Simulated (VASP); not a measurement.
Write the native input for VASP 6.6.1 that does the following.

```
Task                   : single point
Functional             : LDA
Potentials or basis    : VASP PAW LDA potentials, release 64 (I, Na_pv)
Cutoff                 : 520 eV
k mesh                 : 7 × 7 × 7
Occupations            : fermi-dirac, width 0.05 eV
Spin                   : no spin polarisation
Dipole correction      : no
Further INCAR settings : ALGO = Normal; EDIFF = 1e-06; NBANDS = 14
```

The structure of NaI lies in POSCAR:

```
NaI
1.0
    0.0000000000      3.2789890945      3.2789890945
    3.2789890945      0.0000000000      3.2789890945
    3.2789890945      3.2789890945      0.0000000000
I Na
1 1
Direct
    0.5000000000      0.5000000000      0.5000000000
    0.0000000000      0.0000000000      0.0000000000
```

One way to write it, as run:

INCAR

```
SYSTEM = NaI
PREC = Accurate
ENCUT = 520
EDIFF = 1E-6
ISMEAR = -1
SIGMA = 0.05
LREAL = .False.
LASPH = .True.
NELM = 60
ALGO = Normal
ISIF = 2
LWAVE = .False.
LCHARG = .True.
GGA = CA
LELF = .True.
LVHAR = .True.
NBANDS = 14
```

KPOINTS

```
Automatic mesh
0
Gamma
  7 7 7
  0 0 0
```

Potentials or basis: VASP PAW LDA potentials, release 64 (I, Na_pv).

Command:

```console
$ cat potpaw_LDA.64/I/POTCAR potpaw_LDA.64/Na_pv/POTCAR > POTCAR
$ mpirun -np 1 vasp_std > vasp.out
```

It gave:

```yaml
Pressure: -2.1 GPa
Band_gap_on_the_k_mesh: 3.25 eV, direct
```

Caveat: spin-orbit coupling is left out, which moves the levels of the heavy elements.

Run time: 9.4 s on 1 thread of AMD EPYC 9R45 96-Core Processor (Zen 5), with other jobs on the host, peak memory 0.15 GiB.
